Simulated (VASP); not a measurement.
# Al11Si5C5N11 (P1) in VASP: single point with HSE06

Aim: the single point of Al11Si5C5N11 with HSE06.

Program: VASP 6.6.1. These are calculated values, not measurements. Logs are shortened: lines on timing, memory, paths and dates and some standing lists are left out, and cuts for length are marked.

### Step 1. The cell of the first run

The typed cell holds 96 atoms: a = 9.355 Å, b = 10.783 Å, c = 10.017 Å, α = 90.00°, β = 90.00°, γ = 90.00°.

### Step 2. Single point, HSE06

POSCAR reads:

```
Al11Si5C5N11
1.0
    9.3552930000      0.0000000000      0.0000000000
    0.0000000000     10.7826440000      0.0000000000
    0.0000000000      0.0000000000     10.0171130000
Al Si N C
33 15 33 15
Direct
    0.1675100000      0.0834680000      0.2525390000
    0.1613990000      0.0819140000      0.7534800000
    0.9996250000      0.3321790000      0.7481250000
    0.4980920000      0.0881710000      0.2463070000
    0.5050150000      0.0787800000      0.7536940000
    0.3297230000      0.3348760000      0.2529170000
    0.1600580000      0.5853880000      0.2503480000
    0.1726640000      0.5850180000      0.7459290000
    0.0001680000      0.8340630000      0.2492310000
    0.6701510000      0.3391890000      0.2513010000
    0.4992950000      0.5791180000      0.2429210000
    0.3283020000      0.8297680000      0.2433300000
    0.3407500000      0.8304580000      0.7532020000
    0.8395620000      0.5871600000      0.2515470000
    0.6683330000      0.8285400000      0.2493270000
    0.9944150000      0.1609950000      0.4960990000
    0.3310770000      0.1667420000      0.0044170000
    0.1662230000      0.4184080000      0.4970000000
    0.1659820000      0.4187340000      0.9978370000
    0.0048510000      0.6661880000      0.4979270000
    0.0005850000      0.6690350000      0.9874390000
    0.6672840000      0.1688340000      0.4965040000
    0.4968260000      0.4132700000      0.9983120000
    0.3355740000      0.6639420000      0.4994320000
    0.1644120000      0.9146660000      0.0062550000
    0.8353180000      0.4190190000      0.4926360000
    0.8384040000      0.4195530000      0.9982560000
    0.6676630000      0.6610340000      0.4894300000
    0.6661900000      0.6671290000      0.9991720000
    0.5018780000      0.9171610000      0.4783030000
    0.5007450000      0.9137610000      0.0127070000
    0.8322570000      0.9128720000      0.4948500000
    0.8312580000      0.9152340000      0.9995860000
    0.9992560000      0.3352580000      0.2502000000
    0.3312980000      0.3319380000      0.7527890000
    0.9975990000      0.8338140000      0.7521360000
    0.8308700000      0.0831820000      0.2475790000
    0.8351700000      0.0848760000      0.7516620000
    0.6710900000      0.3328540000      0.7498080000
    0.4996460000      0.5931140000      0.7581010000
    0.8283920000      0.5882490000      0.7477360000
    0.6600310000      0.8318590000      0.7532730000
    0.0008460000      0.1730550000      0.9979530000
    0.3362400000      0.1680960000      0.5026930000
    0.6644530000      0.1673700000      0.9961980000
    0.5018180000      0.4153960000      0.4962920000
    0.3311880000      0.6658750000      0.0000960000
    0.1691280000      0.9131960000      0.5006940000
    0.9924780000      0.1674380000      0.1815350000
    0.9900100000      0.1578870000      0.6913690000
    0.3265340000      0.1720590000      0.1943720000
    0.3312160000      0.1732980000      0.6852970000
    0.1595940000      0.4069630000      0.1885890000
    0.1791130000      0.4076180000      0.6930110000
    0.6806530000      0.1690610000      0.1755200000
    0.6803010000      0.1708700000      0.6969800000
    0.4957160000      0.4065370000      0.1850660000
    0.4992280000      0.4064950000      0.6901530000
    0.3303970000      0.6591010000      0.1800360000
    0.3466220000      0.6628230000      0.6891070000
    0.1620240000      0.9232710000      0.1944470000
    0.1594670000      0.9152570000      0.6830000000
    0.8435820000      0.4067800000      0.1863840000
    0.8227070000      0.4181440000      0.6981940000
    0.5089460000      0.9167800000      0.6800750000
    0.8390810000      0.9320080000      0.1868680000
    0.8345670000      0.9251880000      0.6951100000
    0.1812220000      0.0781280000      0.4526410000
    0.1542890000      0.0871620000      0.9439140000
    0.4886580000      0.0928970000      0.4497140000
    0.3411900000      0.3257610000      0.4499430000
    0.3319090000      0.3294600000      0.9267550000
    0.1761080000      0.5835150000      0.9369130000
    0.0124960000      0.8461090000      0.4448070000
    0.9991970000      0.8467630000      0.9254550000
    0.8359900000      0.0945970000      0.9342730000
    0.6673570000      0.3259840000      0.9300100000
    0.4936580000      0.5692660000      0.4418890000
    0.3231110000      0.8369640000      0.4479410000
    0.8332600000      0.5788240000      0.9244320000
    0.6685080000      0.8309570000      0.4433600000
    0.0020280000      0.6729840000      0.1763340000
    0.9934930000      0.6738460000      0.7009940000
    0.6665880000      0.6602890000      0.1897580000
    0.6610190000      0.6665800000      0.6913150000
    0.4987520000      0.9195800000      0.2101380000
    0.0066530000      0.3244390000      0.4309110000
    0.0018170000      0.3265780000      0.9385240000
    0.5055320000      0.0908140000      0.9443580000
    0.1740710000      0.5830440000      0.4423070000
    0.8278660000      0.0793020000      0.4266640000
    0.6563280000      0.3364210000      0.4445520000
    0.4884940000      0.5792980000      0.9349440000
    0.3277560000      0.8272690000      0.9442960000
    0.8386540000      0.5849160000      0.4437570000
    0.6688230000      0.8375180000      0.9293920000
```

INCAR.step1 reads:

```
PREC = Accurate ; ENCUT = 520
EDIFF = 1E-5 ; ISMEAR = -1
SIGMA = 0.05 ; LREAL = Auto
LASPH = True ; NELM = 100
ALGO = Normal ; ISIF = 2
LWAVE = True ; GGA = PE
NBANDS = 246 ; LUSENCCL = False
```

INCAR.step2 reads:

```
PREC = Accurate ; ENCUT = 520
EDIFF = 1E-6 ; ISMEAR = -1
SIGMA = 0.05 ; LREAL = Auto
LASPH = True ; NELM = 100
ALGO = Normal ; ISIF = 2
LWAVE = False ; LCHARG = True
GGA = PE ; LHFCALC = True
HFSCREEN = 0.2079 ; PRECFOCK = Fast
LELF = True ; LVHAR = True
ISTART = 1 ; NBANDS = 246
LUSENCCL = False
```

KPOINTS reads:

```
Automatic mesh
0
Gamma
  1 1 1
```

Potentials or basis: VASP PAW PBE potentials, release 64 (Al, Si, N, C).

Run with:

```sh
> cat potpaw_PBE.64/Al/POTCAR potpaw_PBE.64/Si/POTCAR potpaw_PBE.64/N/POTCAR potpaw_PBE.64/C/POTCAR > POTCAR
> cp INCAR.step1 INCAR
> mpirun -np 1 vasp_gam > vasp.out
> cp INCAR.step2 INCAR
> mpirun -np 1 vasp_gam > vasp.out
```

OUTCAR:

```text
PREC = Accurate
   ENCUT = 520
   EDIFF = 1E-6
   ISMEAR = -1
   LREAL = Auto
   LASPH = True
   NELM = 100
   ISIF = 2
   GGA = PE
   LHFCALC = True
   HFSCREEN = 0.2079
   PRECFOCK = Fast
   ISTART = 1

 ion  position               nearest neighbor table
   1  0.168  0.083  0.253-  61 1.82  51 1.86  49 2.00  68 2.01  16 3.05  17 3.05  25 3.07  48 3.09
                             4 3.09  44 3.10   6 3.11   9 3.11  12 3.12  34 3.14  43 3.14  37 3.15
   2  0.161  0.082  0.753-  50 1.91  69 1.91  62 1.93  52 1.99  43 3.04  38 3.05  36 3.08   3 3.09
                            25 3.11  17 3.11  48 3.12  35 3.13  16 3.13  44 3.14  13 3.19   5 3.21
   3  1.000  0.332  0.748-  88 1.91  54 1.95  64 1.96  50 1.97  43 3.03  27 3.07  39 3.07  38 3.08
                            19 3.09   2 3.09  18 3.10  35 3.10  16 3.13  26 3.13   8 3.17  41 3.19
   4  0.498  0.088  0.246-  86 1.85  51 1.91  70 2.04  55 2.04  30 2.97  31 3.00  17 3.01  45 3.07
                            22 3.09   6 3.09   1 3.09  44 3.10  37 3.11  10 3.15  12 3.21  15 3.22
   5  0.505  0.079  0.754-  65 1.90  89 1.91  56 2.00  52 2.04  45 3.01  42 3.03  13 3.09  38 3.09
                            44 3.12  17 3.14  22 3.14  31 3.15  39 3.15  35 3.18   2 3.21  30 3.26
   6  0.330  0.335  0.253-  51 1.85  57 1.86  53 1.88  71 1.98  18 3.02  46 3.05  11 3.08  17 3.08
                            44 3.08  34 3.09   4 3.09   1 3.11  23 3.11  19 3.11   7 3.13  10 3.19
   7  0.160  0.585  0.250-  82 1.90  59 1.92  90 1.93  53 2.02  14 3.00  20 3.00  18 3.06  12 3.07
                             9 3.07  34 3.09  47 3.10  19 3.10  24 3.10   6 3.13  21 3.16  11 3.18
   8  0.173  0.585  0.746-  73 1.91  60 1.92  83 1.98  54 1.99  24 3.02  21 3.04  40 3.06  20 3.07
                            47 3.07  18 3.07  13 3.08  19 3.10  35 3.11  36 3.14   3 3.17  41 3.22
   9  0.000  0.834  0.249-  61 1.88  82 1.88  66 1.94  74 1.97  25 3.01  32 3.04  14 3.06   7 3.07
[... 45 lines left out ...]
  32  0.832  0.913  0.495-  81 1.84  74 1.90  91 1.92  67 2.01  15 3.04   9 3.04  16 3.08  37 3.08
                            30 3.10  20 3.11  28 3.12  36 3.12  48 3.15  22 3.16  38 3.17  42 3.17
  33  0.831  0.915  1.000-  96 1.87  66 1.89  75 1.89  76 2.04  36 3.06  37 3.07  15 3.07  42 3.08
                            38 3.08   9 3.08  29 3.09  21 3.09  31 3.09  25 3.12  45 3.13  43 3.20
  34  0.999  0.335  0.250-  63 1.77  53 1.80  87 1.82  49 1.94  26 3.01  18 3.06  43 3.07  27 3.08
                            10 3.08   7 3.09   6 3.09  16 3.10  14 3.10  19 3.10   1 3.14  37 3.14
  35  0.331  0.332  0.753-  72 1.74  54 1.75  52 1.84  58 1.87  23 3.04  19 3.05  44 3.07  17 3.09
                             3 3.10   8 3.11   2 3.13  18 3.13   5 3.18
  36  0.998  0.834  0.752-  75 1.74  83 1.80  62 1.88  67 1.90  21 2.95  33 3.06   2 3.08  41 3.09
                            38 3.10  48 3.11  25 3.11  20 3.12  32 3.12   8 3.14  13 3.21
  37  0.831  0.083  0.248-  66 1.74  91 1.79  55 1.83  49 1.88  16 3.04  22 3.07  33 3.07  32 3.08
                            45 3.10   4 3.11  43 3.12   9 3.12  15 3.14  34 3.14  10 3.14   1 3.15
  38  0.835  0.085  0.752-  50 1.76  56 1.81  67 1.81  76 1.83   2 3.05  45 3.06  43 3.06  16 3.07
                             3 3.08  39 3.08  33 3.08   5 3.09  36 3.10  22 3.13  32 3.17
  39  0.671  0.333  0.750-  64 1.77  77 1.81  56 1.83  58 1.89  45 3.05   3 3.07  38 3.08  27 3.09
                            22 3.09  23 3.10  46 3.12  41 3.12  26 3.14   5 3.15
  40  0.500  0.593  0.758-  60 1.76  93 1.78  85 1.83  58 2.12  13 2.96  42 2.98  29 2.98  47 3.00
                             8 3.06  41 3.08  23 3.09  24 3.11  28 3.20
  41  0.828  0.588  0.748-  80 1.77  83 1.86  85 1.87  64 1.90  21 3.02  29 3.06  42 3.06  40 3.08
                            36 3.09  28 3.09  27 3.10  20 3.11  39 3.12  26 3.14   3 3.19   8 3.22
  42  0.660  0.832  0.753-  96 1.77  65 1.84  85 1.89  67 2.00  40 2.98  13 2.99   5 3.03  29 3.04
                            41 3.06  33 3.08  31 3.12  32 3.17  28 3.22
  43  0.001  0.173  0.998-  88 1.76  69 1.79  49 1.84  76 1.87   3 3.03   2 3.04  27 3.06  38 3.06
                            19 3.07  34 3.07  17 3.09  37 3.12   1 3.14  45 3.15  25 3.18  33 3.20
  44  0.336  0.168  0.503-  70 1.72  71 1.78  68 1.82  52 1.83  35 3.07   6 3.08  46 3.08  22 3.10
[... 349 lines left out ...]
   NUPDOWN=      -1.0000    fix difference up-down
   EMIN   =  10.00;   EMAX   =-10.00  energy-range for DOS
   EFERMI =   0.00;   METHOD = LEGACY
   ISMEAR =    -1;   SIGMA  =   0.05  broadening in eV -4-tet -1-fermi 0-gaus
   EFERMI_NEDOS =   21; number of points for ismear=-14 and -15
   IALGO  =     38    algorithm
   IMIX   =      1    mixing-type and parameters
     AMIX     =   0.40;   BMIX     =  1.00
     AMIX_MAG =   1.60;   BMIX_MAG =  1.00
  volume/ion in A,a.u.               =      10.53        71.03
  Fermi-wavevector in a.u.,A,eV,Ry     =   1.185796  2.240830 19.131333  1.406113
  Thomas-Fermi vector in A             =   2.321983
   LORBIT       =      0    0 simple, 1 ext, 2 COOP (PROOUT), +10 PAW based schemes
   GGA     = PE    functional components
   LHFCALC =     T    Hartree Fock is set to
   PRECFOCK=fast      Normal, Fast or Accurate (Low or Medium for compatibility)
   ENCUT4O =  -1.0   cutoff for four orbital integrals eV
   NKREDX  =     1    reduce k-point grid by
   NKREDY  =     1    reduce k-point grid by
   NKREDZ  =     1    reduce k-point grid by
   AEXX    =    0.2500 exact exchange contribution
   HFSCREEN=    0.2079 screening length (either q_TF or 0.3 A-1)
   HFSCREENC=   0.2079 screening length for correlation (either q_TF or 0.3 A-1)
   ENCUTFOCK=  -1.0 apply spherical cutoff to Coloumb kernel
   IVDW    =     0    specifies the selected vdW correction
   LEPSILON=     F    determine dielectric tensor
   LRPA    =     F    only Hartree local field effects (RPA)
 non-spin polarized calculation
  energy-cutoff  :      520.00
  volume of cell :     1010.47
 maximum number of plane-waves:     13630
 NGX is ok and might be reduce to    70
  NGX = 36; NGY = 42; NGZ = 40

 number of electron     384.0000011 magnetization

 Free energy of the ion-electron system (eV)
  ---------------------------------------------------
  ext. energy  EPLUGINS =         0.00000000
  ---------------------------------------------------
  free energy    TOTEN  =      -812.92439720 eV

  energy without entropy =     -812.92439720  energy(sigma->0) =     -812.92439720

 E-fermi :   9.2297     XC(G=0):  -9.0788

 val. band max:        7.9773197314   @ k =   0.0000   0.0000   0.0000
 cond. band min:      10.4295784934   @ k =   0.0000   0.0000   0.0000
 fundamental gap:      2.4522587620
 Fermi energy:         9.2297100663

 k-point     1 :       0.0000    0.0000    0.0000
  band No.  band energies     occupation
      1     -12.9466      2.00000
      2     -12.4285      2.00000
      3     -12.1329      2.00000
      4     -11.8382      2.00000
      5     -11.4592      2.00000
      6     -11.4302      2.00000
[... 196 lines left out ...]
    203      11.8868      0.00000
    204      11.9290      0.00000
 [bands above 204 left out]

------------------------ aborting loop because EDIFF is reached ----------------------------------------

  FORCE on cell =-STRESS in cart. coord.  units (eV):
  Direction    XX          YY          ZZ          XY          YZ          ZX
  --------------------------------------------------------------------------------------
  -------------------------------------------------------------------------------------
  Total       -6.9748936    -17.1796056    -15.5176167     -1.0166599      1.7224424     -0.0710275
  in kB      -11.0591802    -27.2394628    -24.6042634     -1.6119851      2.7310525     -0.1126190
  external PRESSURE =     -20.9676355 kB  Pullay stress =       0.0000000 kB

 VOLUME and BASIS-vectors are now :
 -----------------------------------------------------------------------------
  energy-cutoff  :      520.00
  volume of cell :     1010.47
      direct lattice vectors                 reciprocal lattice vectors
     9.355293000  0.000000000  0.000000000     0.106891361  0.000000000  0.000000000
     0.000000000 10.782644000  0.000000000     0.000000000  0.092741632  0.000000000
     0.000000000  0.000000000 10.017113000     0.000000000  0.000000000  0.099829162

 POSITION                                       TOTAL-FORCE (eV/Angst)
 -----------------------------------------------------------------------------------
      1.56711      0.90001      2.52971         0.078133     -0.037000     -0.117779
      1.50993      0.88325      7.54769        -0.098416      0.020891     -0.018216
      9.35178      3.58177      7.49405         0.000180      0.041573      0.025569
      4.65980      0.95072      2.46729        -0.068679     -0.113275     -0.061660
      4.72456      0.84946      7.54984         0.057951     -0.046795      0.029902
      3.08466      3.61085      2.53350         0.022546     -0.013808     -0.155884
[... 88 lines left out ...]
      7.84585      6.30694      4.44516        -0.105892      0.097516      0.050741
      6.25704      9.03066      9.30982         0.052469      0.077359     -0.095495
 -----------------------------------------------------------------------------------
    total drift:                                0.028365      0.016057      0.020136

  FREE ENERGIE OF THE ION-ELECTRON SYSTEM (eV)
  ---------------------------------------------------
  free  energy   TOTEN  =      -812.9243972007 eV

  energy  without entropy=     -812.9243972006  energy(sigma->0) =     -812.92439720
```

Run time: 4 min. Hardware: 1 × NVIDIA H100 80GB with 1 thread of Intel Xeon Platinum 8481C at 2.70GHz (Sapphire Rapids), shared host; peak memory 1.7 GiB.

What came out:

```yaml
Free_energy: -812.9244 eV
Pressure: -2.1 GPa
Largest_force: 0.259 eV/Å
Band_gap_on_the_k_mesh: 2.45 eV
```

Forces in eV/Å, atoms in the order of the input:
```
Al   0.078 -0.037 -0.118
Al  -0.098  0.021 -0.018
Al   0.000  0.042  0.026
Al  -0.069 -0.113 -0.062
Al   0.058 -0.047  0.030
Al   0.023 -0.014 -0.156
Al  -0.012  0.135 -0.051
Al   0.032  0.061 -0.006
Al   0.067 -0.020 -0.090
Al   0.011  0.072 -0.051
Al   0.081  0.114 -0.122
Al   0.070  0.122 -0.051
Al   0.056 -0.036 -0.017
Al  -0.078  0.160 -0.027
Al  -0.135 -0.038  0.007
Al  -0.046  0.072 -0.066
Al   0.061 -0.039 -0.025
Al  -0.025  0.042 -0.058
Al  -0.025 -0.018 -0.014
Al  -0.036 -0.167 -0.092
Al   0.004 -0.097  0.090
Al  -0.021 -0.004 -0.101
Al  -0.046  0.058  0.025
Al  -0.090 -0.140 -0.049
Al  -0.014 -0.083 -0.033
Al  -0.045  0.065 -0.117
Al   0.064  0.012 -0.003
Al   0.143 -0.022 -0.087
Al  -0.019 -0.009  0.040
Al   0.029 -0.099 -0.031
Al   0.027 -0.050 -0.023
Al  -0.034 -0.030 -0.121
Al  -0.014 -0.113 -0.026
Si  -0.019  0.109 -0.019
Si  -0.089  0.045 -0.008
Si  -0.004 -0.024  0.066
Si   0.003 -0.087 -0.029
Si   0.058  0.064 -0.060
Si   0.091  0.027 -0.009
Si  -0.065  0.186  0.012
Si  -0.007  0.005  0.114
Si  -0.063  0.018  0.064
Si   0.019  0.016 -0.047
Si   0.105 -0.091 -0.026
Si  -0.047 -0.047  0.010
Si   0.026 -0.045 -0.127
Si  -0.028 -0.018 -0.014
Si  -0.020 -0.118 -0.055
N   -0.001 -0.017 -0.022
N   -0.054 -0.135  0.091
N   -0.023 -0.036  0.031
N   -0.013  0.054 -0.066
N   -0.019 -0.163  0.049
N    0.124 -0.155  0.120
N    0.017 -0.089 -0.065
N    0.040  0.018  0.131
N   -0.032 -0.071  0.004
N   -0.002 -0.124  0.044
N    0.012 -0.101 -0.068
N    0.061 -0.168  0.091
N   -0.015  0.006  0.012
N   -0.066 -0.032 -0.055
N    0.055 -0.167  0.042
N   -0.090 -0.091  0.147
N    0.024 -0.048  0.156
N    0.022  0.158 -0.013
N    0.062  0.036  0.162
N    0.099  0.012  0.088
N   -0.101  0.137  0.020
N   -0.127  0.185  0.130
N    0.104 -0.025  0.131
N    0.015  0.018 -0.138
N    0.041  0.086  0.044
N    0.113  0.184  0.119
N   -0.008  0.152 -0.153
N    0.015  0.147 -0.080
N   -0.012 -0.080 -0.078
N   -0.004 -0.114  0.140
N   -0.105  0.162  0.112
N    0.035  0.020 -0.134
N   -0.026  0.107  0.039
C    0.065 -0.054  0.055
C   -0.009 -0.004  0.114
C   -0.046 -0.128  0.058
C   -0.033 -0.076  0.184
C   -0.009 -0.009  0.029
C    0.025 -0.019 -0.053
C   -0.012 -0.084  0.039
C    0.085  0.226  0.027
C    0.083  0.088  0.108
C    0.033  0.061 -0.040
C   -0.136  0.091  0.092
C   -0.018  0.035 -0.127
C   -0.072 -0.007  0.054
C   -0.106  0.098  0.051
C    0.052  0.077 -0.095
```

Levels at points of the mesh, in eV from the valence-band top:
```tsv
k point	band 188	band 189	band 190	band 191	band 192	band 193	band 194	band 195	band 196	band 197
(0.00, 0.00, 0.00)	-0.97	-0.83	-0.63	-0.37	0.00	2.45	2.94	2.97	3.07	3.16
```

Caveat: the k points lie up to 0.67 Å⁻¹ apart; the PAW data sets were made with another functional, which shifts forces and pressure a little.
